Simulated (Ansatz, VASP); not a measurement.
**Pt in VASP and in Ansatz**

Contents of INCAR:

```
SYSTEM = Pt
ALGO = Normal
DIPOL = 0.5 0.5 0.500
EDIFF = 1E-6
ENCUT = 520
IDIPOL = 3
ISIF = 2
ISMEAR = -1
LASPH = .TRUE.
LCHARG = .TRUE.
LDIPOL = .TRUE.
LELF = .TRUE.
LREAL = .FALSE.
LVACPOTAV = .TRUE.
LVHAR = .TRUE.
LWAVE = .FALSE.
NBANDS = 33
NELM = 80
PREC = Accurate
SIGMA = 0.08
```

The input KPOINTS:

```
k-points
0
G
  12 9 1
  0 0 0
```

Contents of POSCAR:

```
Pt
1.0
    2.7538682155      0.0000000000      0.0000000000
    0.0000000000      3.8945577794      0.0000000000
    0.0000000000      0.0000000000     21.5077000000
Pt
5
Direct
    0.0000000000      0.0000000000      0.3719589629
    0.5000000000      0.5000000000      0.4359794813
    0.0000000000      0.0000000000      0.5000000000
    0.5000000000      0.5000000000      0.5640205187
    0.0000000000      0.0000000000      0.6280410371
```

Input for Ansatz:

```yaml
crystal:
  lattice:
    - [2.7538682155, 0.0, 0.0]
    - [0.0, 3.8945577794, 0.0]
    - [0.0, 0.0, 21.5077]
  atoms:
    - { symbol: Pt, position: [0.0, 0.0, 0.3719589629] }
    - { symbol: Pt, position: [0.5, 0.5, 0.4359794813] }
    - { symbol: Pt, position: [0.0, 0.0, 0.5] }
    - { symbol: Pt, position: [0.5, 0.5, 0.5640205187] }
    - { symbol: Pt, position: [0.0, 0.0, 0.6280410371] }
kpoints:
  mp_grid: { grid: [12, 9, 1] }
scf:
  occupations: { method: fermi_dirac, width: 0.08 }
  eigensolver: { kind: davidson }
hamiltonian:
  xc: lda
  pseudopotentials: { kind: paw }
output:
  forces: true
  stress: true
  eigenvalues: true
  populations: true
efield:
  axis: 3
  amplitude: 0
  dipole_correction: true
```

Alike in both runs: task single point; functional LDA; k mesh 12 × 9 × 1; occupations fermi-dirac, width 0.08 eV; no spin polarisation.

```csv
,VASP,Ansatz
version,VASP 6.6.1,Ansatz 0.2.0
potentials or method,"VASP PAW LDA potentials, release 64 (Pt)","PAW with Ansatz's default frozen-core files, scalar-relativistic"
plane-wave cutoff (eV),520,420
valence electrons in the cell,50,90
```

Ansatz gave:

| Property | Result |
| --- | --- |
| gap on the k mesh at the Fermi level (eV) | none |
| rms of the force components (eV/Å) | 0.582 |

Task: Which values does VASP return?

Result: gap on the k mesh at the Fermi level (eV): none; rms of the force components (eV/Å): 0.572.

LDA's correlation is that of Perdew and Zunger in VASP and of Perdew and Wang (1992) in Ansatz. Atom by atom the forces differ by 0.015 eV/Å (rms over components). A gap of «none» marks a metal or a gap that the smearing closes. VASP's potentials hold 50 valence electrons a cell and Ansatz's 90, so a difference there can come from the potentials and not from the codes.

Spin-orbit coupling is off throughout.
